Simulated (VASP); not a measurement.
Runs of VASP 6.6.1 on PbSe. The structure is that of space group Cmcm (No. 63), or close to it. The cells are those of the table. 

| cell | gap on the mesh (eV) | pressure (GPa) | largest force (eV/Å) |
| --- | --- | --- | --- |
| a = 6.752, b = 6.752, c = 4.622 Å, angles 90.0, 90.0, 141.3°, 4 atoms | 1.21 | -5.6 | 0.52 |
| a = 6.414, b = 6.414, c = 4.390 Å, angles 90.0, 90.0, 141.3°, 4 atoms | (b) | 0.2 | 0.20 |
| a = 6.323, b = 6.323, c = 4.329 Å, angles 90.0, 90.0, 141.3°, 4 atoms | 1.03 | 2.7 | 0.45 |
| a = 6.501, b = 6.501, c = 4.450 Å, angles 90.0, 90.0, 141.3°, 4 atoms | 1.14 | -1.8 | 0.04 |
| a = 6.587, b = 6.587, c = 4.509 Å, angles 90.0, 90.0, 141.3°, 4 atoms | 1.19 | (c) | 0.21 |
| a = 6.230, b = 6.230, c = 4.265 Å, angles 90.0, 90.0, 141.3°, 4 atoms | 0.96 | 5.8 | 0.74 |
| a = 6.670, b = 6.670, c = 4.566 Å, angles 90.0, 90.0, 141.3°, 4 atoms | (a) | -4.6 | 0.37 |

Alike in all rows: task single point; level PBEsol; potentials or basis VASP PAW PBE potentials, release 64 (Pb_d, Se); no spin polarisation; k mesh 6 × 6 × 4; cutoff (eV) 520; smearing gaussian 0.01 eV.

Q: Fill in the values left out.

A: (a) 1.22; (b) 1.09; (c) -3.4.

Caveats: the PAW data sets were made with another functional, which shifts forces and pressure a little; spin-orbit coupling is left out, which moves the levels of the heavy elements.

A k mesh can miss the band edges, and the runs leave out spin-orbit coupling on Pb, Se.
